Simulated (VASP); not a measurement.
# ZnS in VASP: further runs, part 2 of 2

VASP 6.6.1. Earlier steps stand in the parts before.

### 3 Single point, PBEsol

This run uses another cell than the first one, of 19.22 Å³/atom.

Input file INCAR:

```
SYSTEM = ZnS
PREC = Accurate ; ENCUT = 520
EDIFF = 1E-7 ; ISMEAR = -1
SIGMA = 0.08 ; LREAL = .FALSE.
LASPH = .TRUE. ; NELM = 100
ALGO = Normal ; ISIF = 2
LWAVE = .FALSE. ; LCHARG = .TRUE.
GGA = PS ; LELF = .TRUE.
LVHAR = .TRUE. ; NBANDS = 26
```

Input file KPOINTS:

```
regular mesh
0
G
  10 10 6
  0 0 0
```

Input file POSCAR:

```
ZnS
1.0
    3.7815781029      0.0000000000      0.0000000000
   -1.8907890514      3.2749427035      0.0000000000
    0.0000000000      0.0000000000      6.2089610191
Zn S
2 2
Direct
    0.3333333333      0.6666666667      0.0054423638
    0.6666666667      0.3333333333      0.5054423638
    0.3333333333      0.6666666667      0.3795576362
    0.6666666667      0.3333333333      0.8795576362
```

Potentials or basis: VASP PAW PBE potentials, release 64 (Zn, S).

On the command line:

```console
$ cat potpaw_PBE.64/Zn/POTCAR potpaw_PBE.64/S/POTCAR > POTCAR
$ mpirun -np 1 vasp_std > vasp.out
```

OUTCAR:

```text
SYSTEM = ZnS
   PREC = Accurate
   ENCUT = 520
   EDIFF = 1E-7
   ISMEAR = -1
   LREAL = .FALSE.
   LASPH = .TRUE.
   NELM = 100
   ISIF = 2
   GGA = PS

 ion  position               nearest neighbor table
   1  0.333  0.667  0.005-   4 2.32   4 2.32   4 2.32   3 2.32
   2  0.667  0.333  0.505-   3 2.32   3 2.32   3 2.32   4 2.32
   3  0.333  0.667  0.380-   2 2.32   2 2.32   2 2.32   1 2.32
   4  0.667  0.333  0.880-   1 2.32   1 2.32   1 2.32   2 2.32

  LATTYP: Found a hexagonal cell.
 ALAT       =     3.7815781029
 C/A-ratio  =     1.6418968087

  Lattice vectors:

 A1 = (   3.7815781029,   0.0000000000,   0.0000000000)
 A2 = (  -1.8907890514,   3.2749427035,   0.0000000000)
 A3 = (   0.0000000000,   0.0000000000,   6.2089610191)

Analysis of symmetry for initial positions (statically):
=====================================================================
 Subroutine PRICEL returns:
 Original cell was already a primitive cell.

 Routine SETGRP: Setting up the symmetry group for a
 hexagonal supercell.

 Subroutine GETGRP returns: Found 12 space group operations
 (whereof  6 operations were pure point group operations)
 out of a pool of 24 trial point group operations.

The static configuration has the point symmetry C_3v.
 The point group associated with its full space group is C_6v.

Analysis of symmetry for dynamics (positions and initial velocities):
=====================================================================
 Subroutine PRICEL returns:
 Original cell was already a primitive cell.

 Routine SETGRP: Setting up the symmetry group for a
 hexagonal supercell.

 Subroutine GETGRP returns: Found 12 space group operations
 (whereof  6 operations were pure point group operations)
 out of a pool of 24 trial point group operations.

The dynamic configuration has the point symmetry C_3v.
 The point group associated with its full space group is C_6v.

 Subroutine INISYM returns: Found 12 space group operations
[... 118 lines left out ...]
   IALGO  =     38    algorithm
   IMIX   =      4    mixing-type and parameters
     AMIX     =   0.40;   BMIX     =  1.00
     AMIX_MAG =   1.60;   BMIX_MAG =  1.00
  volume/ion in A,a.u.               =      19.22       129.73
  Fermi-wavevector in a.u.,A,eV,Ry     =   1.271190  2.402201 21.985977  1.615924
  Thomas-Fermi vector in A             =   2.404136
   LORBIT       =      0    0 simple, 1 ext, 2 COOP (PROOUT), +10 PAW based schemes
   GGA     = PS    functional components
   LHFCALC =     F    Hartree Fock is set to
   AEXX    =    0.0000 exact exchange contribution
   IVDW    =     0    specifies the selected vdW correction
   LEPSILON=     F    determine dielectric tensor
   LRPA    =     F    only Hartree local field effects (RPA)
 non-spin polarized calculation
  energy-cutoff  :      520.00
  volume of cell :       76.89
 maximum number of plane-waves:      2092
   NGX = 15   NGY = 15   NGZ = 23

 number of electron      36.0000003 magnetization

 Free energy of the ion-electron system (eV)
  ---------------------------------------------------
  ext. energy  EPLUGINS =         0.00000000
  ---------------------------------------------------
  free energy    TOTEN  =       -15.16740157 eV

  energy without entropy =      -15.16740154  energy(sigma->0) =      -15.16740155

 E-fermi :   3.4478     XC(G=0):  -9.9644

 val. band max:        2.2795475759   @ k =   0.0000   0.0000   0.0000
 cond. band min:       4.4403306549   @ k =   0.0000   0.0000   0.0000
 fundamental gap:      2.1607830790
 Fermi energy:         3.4478352307

 k-point     1 :       0.0000    0.0000    0.0000
  band No.  band energies     occupation
      1     -11.0892      2.00000
      2     -10.0930      2.00000
      3      -4.2099      2.00000
      4      -4.1932      2.00000
      5      -4.1932      2.00000
      6      -4.1076      2.00000
[... 685 lines left out ...]
     25      11.5139      0.00000
     26      12.9399      0.00000

 [... further k-points ...]

------------------------ aborting loop because EDIFF is reached ----------------------------------------

  FORCE on cell =-STRESS in cart. coord.  units (eV):
  Direction    XX          YY          ZZ          XY          YZ          ZX
  --------------------------------------------------------------------------------------
  -------------------------------------------------------------------------------------
  Total        0.1051411      0.1051411      0.0906147      0.0000000      0.0000000      0.0000000
  in kB        2.1907228      2.1907228      1.8880505      0.0000000      0.0000000      0.0000000
  external PRESSURE =       2.0898320 kB  Pullay stress =       0.0000000 kB

 VOLUME and BASIS-vectors are now :
 -----------------------------------------------------------------------------
  energy-cutoff  :      520.00
  volume of cell :       76.89
      direct lattice vectors                 reciprocal lattice vectors
     3.781578103  0.000000000  0.000000000     0.264439864  0.152674427  0.000000000
    -1.890789051  3.274942703  0.000000000     0.000000000  0.305348854  0.000000000
     0.000000000  0.000000000  6.208961019     0.000000000  0.000000000  0.161057542

 POSITION                                       TOTAL-FORCE (eV/Angst)
 -----------------------------------------------------------------------------------
     -0.00000      2.18330      0.03379        -0.000000     -0.000000      0.000770
      1.89079      1.09165      3.13827         0.000000     -0.000000      0.000770
     -0.00000      2.18330      2.35666        -0.000000      0.000000     -0.000770
      1.89079      1.09165      5.46114         0.000000     -0.000000     -0.000770
 -----------------------------------------------------------------------------------
    total drift:                               -0.000000     -0.000000     -0.000335

  FREE ENERGIE OF THE ION-ELECTRON SYSTEM (eV)
  ---------------------------------------------------
  free  energy   TOTEN  =       -15.1674015705 eV

  energy  without entropy=      -15.1674015369  energy(sigma->0) =      -15.16740155
```

Wall time 2.3 min (1 thread of Intel Xeon 8259CL, shared host); peak memory 0.24 GiB.

What came out:

```
Free energy            : -15.1674 eV
Pressure               : 0.2 GPa
Band gap on the k mesh : 2.16 eV
```

Caveat: the PAW data sets were made with another functional, which shifts forces and pressure a little.

### 4 Single point, PBEsol (equal xy, yz and zx engineering shears of -0.5 %)

Input file INCAR:

```
  PREC = Accurate
  ENCUT = 520
  EDIFF = 1E-7
  ISMEAR = 0
  SIGMA = 0.01
  LREAL = F
  LASPH = T
  NELM = 100
  ALGO = Normal
  ISIF = 2
  LWAVE = F
  LCHARG = F
  GGA = PS
  NBANDS = 26
```

Input file KPOINTS:

```
Automatic mesh
0
Gamma
  8 8 4
```

Input file POSCAR:

```
ZnS
1.0
    3.7815781029     -0.0094539452     -0.0094539453
   -1.8989764082      3.2796696761     -0.0034603841
   -0.0155224026     -0.0155224026      6.2089610191
Zn S
2 2
Direct
    0.3338718635      0.6671269051      0.0054484977
    0.6674037668      0.3338069635      0.5054493703
    0.3339412440      0.6662122752      0.3795565457
    0.6647831257      0.3328538561      0.8795455864
```

On the command line:

```console
$ cat potpaw_PBE.64/Zn/POTCAR potpaw_PBE.64/S/POTCAR > POTCAR
$ mpirun -np 1 vasp_std > vasp.out
```

Wall time 5.6 min (1 thread of Intel Xeon 8259CL, shared host); peak memory 0.34 GiB.

It converged, with:

| Item | Value |
| --- | --- |
| Free energy | -15.1665 eV |
| Pressure | 0.2 GPa |
| Band gap on the k mesh | 2.15 eV |

Stress tensor (GPa, compression positive):
```
0.21 0.17 0.14
0.17 0.22 0.14
0.14 0.14 0.18
```

Levels at points of the mesh, in eV from the valence-band top:
```tsv
k point	band 15	band 16	band 17	band 18	band 19	band 20	band 21	band 22
(0.00, 0.00, 0.00)	-0.93	-0.11	-0.02	0.00	2.15	3.02	6.17	6.22
(0.50, 0.00, 0.00)	-3.44	-2.38	-1.80	-0.96	3.47	4.16	4.93	6.76
(0.00, 0.50, 0.00)	-3.45	-2.36	-1.81	-0.94	3.50	4.19	4.95	6.79
(0.50, 0.50, 0.00)	-3.45	-2.34	-1.82	-0.92	3.54	4.22	4.97	6.82
(0.00, 0.00, 0.50)	-0.52	-0.52	-0.49	-0.49	3.50	3.50	6.63	6.64
(0.50, 0.00, 0.50)	-1.76	-1.73	-1.73	-1.70	3.37	3.41	5.04	5.11
(0.00, 0.50, 0.50)	-1.75	-1.72	-1.71	-1.70	3.38	3.41	5.06	5.11
(0.50, 0.50, 0.50)	-1.74	-1.73	-1.68	-1.68	3.40	3.41	5.08	5.10
```

Caveat: the cell differs from its parent crystal (equal xy, yz and zx engineering shears of -0.5 %); the PAW data sets were made with another functional, which shifts forces and pressure a little.

### 5 Summary

```csv
cell,k mesh,smearing,gap on the mesh (eV),pressure (GPa)
"a = 3.782, b = 3.782, c = 6.240 Å, angles 90.0, 90.0, 120.0°, 4 atoms, atomic positions A",8 × 8 × 4,gaussian 0.01 eV,2.12,-0.2
"a = 3.782, b = 3.782, c = 6.209 Å, angles 90.0, 90.0, 120.0°, 4 atoms, atomic positions B",10 × 10 × 6,fermi-dirac 0.08 eV,2.16,0.2
"a = 3.782, b = 3.790, c = 6.209 Å, angles 90.1, 90.3, 120.2°, 4 atoms, atomic positions C",8 × 8 × 4,gaussian 0.01 eV,2.15,0.2
```

Alike in all rows: task single point; level PBEsol; potentials or basis VASP PAW PBE potentials, release 64 (Zn, S); no spin polarisation; cutoff (eV) 520.

Caveats: the PAW data sets were made with another functional, which shifts forces and pressure a little.

Total energies depend on the potentials used, so only differences within one code and one set of settings carry meaning.
